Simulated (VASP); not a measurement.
# Ir (Fm-3m) in VASP: further runs

Ir is run at these levels: LDA, r2SCAN; tasks: single point.

All numbers are computed with VASP 6.6.1; they aren't measurements. Logs are shortened: lines on timing, memory, paths and dates and some standing lists are left out, and cuts for length are marked.

## 1. The cell of the first run

Symmetry: Fm-3m, No. 225, cubic system. Conventional cell: a = 3.831 Å, b = 3.831 Å, c = 3.831 Å, α = 90.00°, β = 90.00°, γ = 90.00°. Ir (site symmetry m-3m) has 12 Ir at 2.71 Å within 3.6 Å.

## 2. Single point, LDA

Input file INCAR:

```
  PREC = Accurate
  ENCUT = 560
  EDIFF = 1E-6
  ISMEAR = -1
  SIGMA = 0.05
  LREAL = F
  LASPH = T
  NELM = 120
  ALGO = Normal
  ISIF = 2
  LWAVE = F
  LCHARG = T
  GGA = CA
  LELF = T
  LVHAR = T
  NBANDS = 14
  GGA_COMPAT = F
```

Input file KPOINTS:

```
Automatic mesh
0
Gamma
  13 13 13
```

Input file POSCAR:

```
Ir
1.0
    0.0000000000      1.9156000000      1.9156000000
    1.9156000000      0.0000000000      1.9156000000
    1.9156000000      1.9156000000      0.0000000000
Ir
1
Direct
    0.0000000000      0.0000000000      0.0000000000
```

Potentials or basis: VASP PAW LDA potentials, release 64 (Ir_sv_GW).

Launch:

```console
$ cat potpaw_LDA.64/Ir_sv_GW/POTCAR > POTCAR
$ mpirun -np 1 vasp_std > vasp.out
```

OUTCAR:

```text
PREC = Accurate
   ENCUT = 560
   EDIFF = 1E-6
   ISMEAR = -1
   LREAL = F
   LASPH = T
   NELM = 120
   ISIF = 2
   GGA = CA

 ion  position               nearest neighbor table
   1  0.000  0.000  0.000-

  LATTYP: Found a face centered cubic cell.
 ALAT       =     3.8312000000

  Lattice vectors:

 A1 = (   0.0000000000,   1.9156000000,   1.9156000000)
 A2 = (   1.9156000000,   0.0000000000,   1.9156000000)
 A3 = (   1.9156000000,   1.9156000000,   0.0000000000)

Analysis of symmetry for initial positions (statically):
=====================================================================
 Subroutine PRICEL returns:
 Original cell was already a primitive cell.

 Routine SETGRP: Setting up the symmetry group for a
 face centered cubic supercell.

 Subroutine GETGRP returns: Found 48 space group operations
 (whereof 48 operations were pure point group operations)
 out of a pool of 48 trial point group operations.

The static configuration has the point symmetry O_h .

Analysis of symmetry for dynamics (positions and initial velocities):
=====================================================================
 Subroutine PRICEL returns:
 Original cell was already a primitive cell.

 Routine SETGRP: Setting up the symmetry group for a
 face centered cubic supercell.

 Subroutine GETGRP returns: Found 48 space group operations
 (whereof 48 operations were pure point group operations)
 out of a pool of 48 trial point group operations.

The dynamic configuration has the point symmetry O_h .

 Subroutine INISYM returns: Found 48 space group operations
 (whereof 48 operations are pure point group operations),
 and found     1 'primitive' translations

----------------------------------------------------------------------------------------

                                     Primitive cell

  volume of cell :      14.0587

  direct lattice vectors                    reciprocal lattice vectors
     0.000000000  1.915600000  1.915600000    -0.261014826  0.261014826  0.261014826
     1.915600000  0.000000000  1.915600000     0.261014826 -0.261014826  0.261014826
     1.915600000  1.915600000  0.000000000     0.261014826  0.261014826 -0.261014826

  length of vectors
     2.709067500  2.709067500  2.709067500     0.452090940  0.452090940  0.452090940

  position of ions in fractional coordinates (direct lattice)
     0.000000000  0.000000000  0.000000000

  ion indices of the primitive-cell ions
   primitive index   ion index
                 1           1

----------------------------------------------------------------------------------------

 KPOINTS: Automatic mesh

Automatic generation of k-mesh.
 Grid dimensions read from file:
 generate k-points for:   13   13   13

 Generating k-lattice:

  Cartesian coordinates                     Fractional coordinates (reciprocal lattice)
    -0.020078064  0.020078064  0.020078064     0.076923077  0.000000000  0.000000000
     0.020078064 -0.020078064  0.020078064     0.000000000  0.076923077  0.000000000
     0.020078064  0.020078064 -0.020078064     0.000000000  0.000000000  0.076923077

  Length of vectors
     0.034776226  0.034776226  0.034776226

  Shift w.r.t. Gamma in fractional coordinates (k-lattice)
     0.000000000  0.000000000  0.000000000

 Subroutine IBZKPT returns following result:
 ===========================================

 Found     84 irreducible k-points:

 Following reciprocal coordinates:
            Coordinates               Weight
  0.000000  0.000000  0.000000      1.000000
  0.076923  0.000000  0.000000      8.000000
  0.153846  0.000000  0.000000      8.000000
  0.230769  0.000000  0.000000      8.000000
  0.307692  0.000000  0.000000      8.000000
  0.384615  0.000000  0.000000      8.000000
[... 16 lines left out ...]
  0.384615  0.153846  0.000000     24.000000
  0.461538  0.153846  0.000000     24.000000
 [... further k-points ...]
   k-points           NKPTS =     84   k-points in BZ     NKDIM =     84   number of bands    NBANDS=     14
   number of dos      NEDOS =    301   number of ions     NIONS =      1
   total plane-waves  NPLWV =  13824
   dimension x,y,z NGX =    24 NGY =   24 NGZ =   24
   dimension x,y,z NGXF=    48 NGYF=   48 NGZF=   48
   ions per type =               1
   NGX,Y,Z   is equivalent  to a cutoff of  14.73, 14.73, 14.73 a.u.
   NGXF,Y,Z  is equivalent  to a cutoff of  29.46, 29.46, 29.46 a.u.
 SYSTEM =  unknown system
   PREC   = accura    normal or accurate (medium, high low for compatibility)
   ISTART =      0    job   : 0-new  1-cont  2-samecut
   ICHARG =      2    charge: 1-file 2-atom 10-const
   ISPIN  =      1    spin polarized calculation?
   LNONCOLLINEAR =      F non collinear calculations
   LSORBIT =      F    spin-orbit coupling
   LASPH  =      T    aspherical Exc in radial PAW
   ENCUT  =  560.0 eV  41.16 Ry    6.42 a.u.   5.23  5.23  5.23*2*pi/ulx,y,z
   NELM   =    120;   NELMIN=  2; NELMDL= -5     # of ELM steps
   EDIFF  = 0.1E-05   stopping-criterion for ELM
   LREAL  =      F    real-space projection
   EDIFFG = 0.1E-04   stopping-criterion for IOM
   NSW    =      0    number of steps for IOM
   IBRION =     -1    ionic relax: 0-MD 1-quasi-New 2-CG
   NFREE  =      0    steps in history (QN), initial steepest desc. (CG)
   ISIF   =      2    stress and relaxation
   ISYM   =      2    0-nonsym 1-usesym 2-fastsym
   POTIM  = 0.5000    time-step for ionic-motion
   TEBEG  =    0.0;   TEEND  =   0.0 temperature during run
   PSTRESS=    0.0 pullay stress
   NELECT =      17.0000    total number of electrons
   NUPDOWN=      -1.0000    fix difference up-down
   EMIN   =  10.00;   EMAX   =-10.00  energy-range for DOS
   EFERMI =   0.00;   METHOD = LEGACY
   ISMEAR =    -1;   SIGMA  =   0.05  broadening in eV -4-tet -1-fermi 0-gaus
   EFERMI_NEDOS =   21; number of points for ismear=-14 and -15
   IALGO  =     38    algorithm
   IMIX   =      4    mixing-type and parameters
     AMIX     =   0.40;   BMIX     =  1.00
     AMIX_MAG =   1.60;   BMIX_MAG =  1.00
  volume/ion in A,a.u.               =      14.06        94.87
  Fermi-wavevector in a.u.,A,eV,Ry     =   1.744120  3.295909 41.388295  3.041954
  Thomas-Fermi vector in A             =   2.816061
   LORBIT       =      0    0 simple, 1 ext, 2 COOP (PROOUT), +10 PAW based schemes
   GGA     = CA    functional components
   LHFCALC =     F    Hartree Fock is set to
   AEXX    =    0.0000 exact exchange contribution
   IVDW    =     0    specifies the selected vdW correction
   LEPSILON=     F    determine dielectric tensor
   LRPA    =     F    only Hartree local field effects (RPA)
 non-spin polarized calculation
  energy-cutoff  :      560.00
  volume of cell :       14.06
 maximum number of plane-waves:       440
 NGX is ok and might be reduce to    24
   NGX = 11   NGY = 11   NGZ = 11

 number of electron      17.0000000 magnetization

 Free energy of the ion-electron system (eV)
  ---------------------------------------------------
  ext. energy  EPLUGINS =         0.00000000
  ---------------------------------------------------
  free energy    TOTEN  =       -10.89922549 eV

  energy without entropy =      -10.88958364  energy(sigma->0) =      -10.89440456

 E-fermi :  12.7950     XC(G=0): -14.8237

 val. band max:       12.7828491410   @ k =  -0.4615   0.4615   0.0000
 cond. band min:      12.8324462881   @ k =   0.4615   0.1538   0.0769
 fundamental gap:      0.0495971471
 Fermi energy:        12.7949787237

 k-point     1 :       0.0000    0.0000    0.0000
  band No.  band energies     occupation
      1     -79.7722      2.00000
      2     -36.4298      2.00000
      3     -36.4298      2.00000
      4     -36.4298      2.00000
      5       1.6245      2.00000
      6       8.8362      2.00000
      7       8.8362      2.00000
      8       8.8362      2.00000
      9      11.5894      2.00000
     10      11.5894      2.00000
     11      26.4068      0.00000
     12      31.9189      0.00000
     13      31.9189      0.00000
     14      31.9189      0.00000

 k-point     2 :       0.0769    0.0000    0.0000
  band No.  band energies     occupation
      1     -79.7686      2.00000
      2     -36.4790      2.00000
      3     -36.4365      2.00000
      4     -36.4365      2.00000
      5       1.8900      2.00000
      6       8.6968      2.00000
      7       8.9487      2.00000
      8       8.9487      2.00000
      9      11.5164      2.00000
     10      11.5164      2.00000
     11      26.8666      0.00000
     12      30.8124      0.00000
     13      32.3666      0.00000
     14      32.3666      0.00000

 k-point     3 :       0.1538    0.0000    0.0000
  band No.  band energies     occupation
      1     -79.7576      2.00000
      2     -36.6124      2.00000
      3     -36.4549      2.00000
      4     -36.4549      2.00000
      5       2.6278      2.00000
      6       8.3981      2.00000
      7       9.1973      2.00000
      8       9.1973      2.00000
      9      11.4191      2.00000
     10      11.4191      2.00000
     11      27.9598      0.00000
     12      28.9323      0.00000
     13      33.6428      0.00000
     14      33.6428      0.00000

 k-point     4 :       0.2308    0.0000    0.0000
  band No.  band energies     occupation
      1     -79.7425      2.00000
      2     -36.7980      2.00000
      3     -36.4811      2.00000
      4     -36.4811      2.00000
      5       3.6114      2.00000
      6       8.2786      2.00000
      7       9.3088      2.00000
      8       9.3088      2.00000
      9      11.6280      2.00000
     10      11.6280      2.00000
     11      26.7774      0.00000
     12      29.1514      0.00000
     13      35.5471      0.00000
     14      35.5471      0.00000

 k-point     5 :       0.3077    0.0000    0.0000
  band No.  band energies     occupation
      1     -79.7260      2.00000
      2     -36.9911      2.00000
      3     -36.5084      2.00000
      4     -36.5084      2.00000
      5       4.3652      2.00000
      6       8.8622      2.00000
      7       9.1487      2.00000
      8       9.1487      2.00000
      9      12.2835      1.99993
     10      12.2835      1.99993
     11      24.7567      0.00000
[... 276 lines left out ...]
 k-point    22 :       0.3077    0.1538    0.0000
  band No.  band energies     occupation
      1     -79.7271      2.00000
      2     -36.8859      2.00000
      3     -36.5591      2.00000
      4     -36.5539      2.00000
      5       4.6922      2.00000
      6       7.3965      2.00000
      7       9.0734      2.00000
      8      10.0597      2.00000
      9      11.6660      2.00000
     10      12.7367      1.52441
     11      27.0685      0.00000
     12      30.1671      0.00000
     13      32.1829      0.00000
     14      33.2493      0.00000

 k-point    23 :       0.3846    0.1538    0.0000
  band No.  band energies     occupation
      1     -79.7126      2.00000
      2     -37.0367      2.00000
      3     -36.5944      2.00000
      4     -36.5804      2.00000
      5       5.2558      2.00000
      6       7.8912      2.00000
      7       8.6361      2.00000
      8       9.8858      2.00000
      9      13.1757      0.00099
     10      13.3849      0.00002
     11      24.3425      0.00000
     12      28.8541      0.00000
     13      31.4196      0.00000
     14      33.5204      0.00000

 k-point    24 :       0.4615    0.1538    0.0000
  band No.  band energies     occupation
      1     -79.7021      2.00000
      2     -37.1453      2.00000
      3     -36.6351      2.00000
      4     -36.5885      2.00000
      5       5.3762      2.00000
      6       8.1122      2.00000
      7       9.1741      2.00000
      8       9.6500      2.00000
      9      13.7792      0.00000
     10      14.9774      0.00000
     11      21.4793      0.00000
     12      27.9362      0.00000
     13      30.8775      0.00000
     14      32.2563      0.00000

 [... further k-points ...]

------------------------ aborting loop because EDIFF is reached ----------------------------------------

  FORCE on cell =-STRESS in cart. coord.  units (eV):
  Direction    XX          YY          ZZ          XY          YZ          ZX
  --------------------------------------------------------------------------------------
  -------------------------------------------------------------------------------------
  Total       -0.5517506     -0.5517506     -0.5517506      0.0000000     -0.0000000      0.0000000
  in kB      -62.8794725    -62.8794725    -62.8794725      0.0000000     -0.0000000      0.0000000
  external PRESSURE =     -62.8794725 kB  Pullay stress =       0.0000000 kB

 VOLUME and BASIS-vectors are now :
 -----------------------------------------------------------------------------
  energy-cutoff  :      560.00
  volume of cell :       14.06
      direct lattice vectors                 reciprocal lattice vectors
     0.000000000  1.915600000  1.915600000    -0.261014826  0.261014826  0.261014826
     1.915600000  0.000000000  1.915600000     0.261014826 -0.261014826  0.261014826
     1.915600000  1.915600000  0.000000000     0.261014826  0.261014826 -0.261014826

 POSITION                                       TOTAL-FORCE (eV/Angst)
 -----------------------------------------------------------------------------------
      0.00000      0.00000      0.00000         0.000000      0.000000      0.000000
 -----------------------------------------------------------------------------------
    total drift:                                0.000000     -0.000000      0.000000

  FREE ENERGIE OF THE ION-ELECTRON SYSTEM (eV)
  ---------------------------------------------------
  free  energy   TOTEN  =       -10.8992254885 eV

  energy  without entropy=      -10.8895836409  energy(sigma->0) =      -10.89440456
```

It took 18 s on 1 thread of AMD EPYC 7R43 (Zen 3), shared host; peak memory 0.11 GiB.

What came out:

```yaml
Free_energy: -10.8992 eV
Pressure: -6.3 GPa
Band_gap_on_the_k_mesh: zero (an odd number of electrons rules out a gap without spin polarisation)
```

Caveat: the cell stands under tension; spin-orbit coupling is left out, which moves the levels of the heavy elements.

## 3. Single point, r2SCAN

POSCAR is that of step 2.

Input file INCAR.step1:

```
PREC = Accurate
ENCUT = 620
ISMEAR = -1
SIGMA = 0.05
LREAL = False
LASPH = True
NELM = 120
NBANDS = 14
GGA = PE
ALGO = Normal
EDIFF = 1E-5
LWAVE = True
LCHARG = False
GGA_COMPAT = False
```

Input file INCAR.step2:

```
PREC = Accurate
ENCUT = 620
EDIFF = 1E-6
ISMEAR = -1
SIGMA = 0.05
LREAL = False
LASPH = True
NELM = 120
ALGO = Normal
ISIF = 2
LWAVE = False
LCHARG = False
METAGGA = R2SCAN
LMIXTAU = True
NBANDS = 14
ISTART = 1
GGA_COMPAT = False
```

KPOINTS is that of step 2.

Potentials or basis: VASP PAW PBE potentials, release 64 (Ir_sv_GW).

Launch:

```console
$ cat potpaw_PBE.64/Ir_sv_GW/POTCAR > POTCAR
$ cp INCAR.step1 INCAR
$ mpirun -np 1 vasp_std > vasp.out
$ cp INCAR.step2 INCAR
$ mpirun -np 1 vasp_std > vasp.out
```

It took 69 s on 1 thread of Intel Xeon Platinum 8259CL at 2.50GHz (Skylake/Cascade Lake), shared host; peak memory 0.17 GiB.

It converged, with:

```
Free energy            : -52.9042 eV
Pressure               : 3.3 GPa
Band gap on the k mesh : zero (an odd number of electrons rules out a gap without spin polarisation)
```

Levels at points of the mesh, in eV from the Fermi level:
| k point | band 4 | band 5 | band 6 | band 7 | band 8 | band 9 | band 10 | band 11 | band 12 | band 13 |
| --- | --- | --- | --- | --- | --- | --- | --- | --- | --- | --- |
| (0.00, 0.00, 0.00) | -50.87 | -11.59 | -4.05 | -4.05 | -4.05 | -1.31 | -1.31 | 14.22 | 20.06 | 20.06 |

Caveat: the cell stands under pressure; the PAW data sets were made with another functional, which shifts forces and pressure a little; spin-orbit coupling is left out, which moves the levels of the heavy elements.

The gap in the log of VASP goes by the Fermi energy; the results here count the filled bands.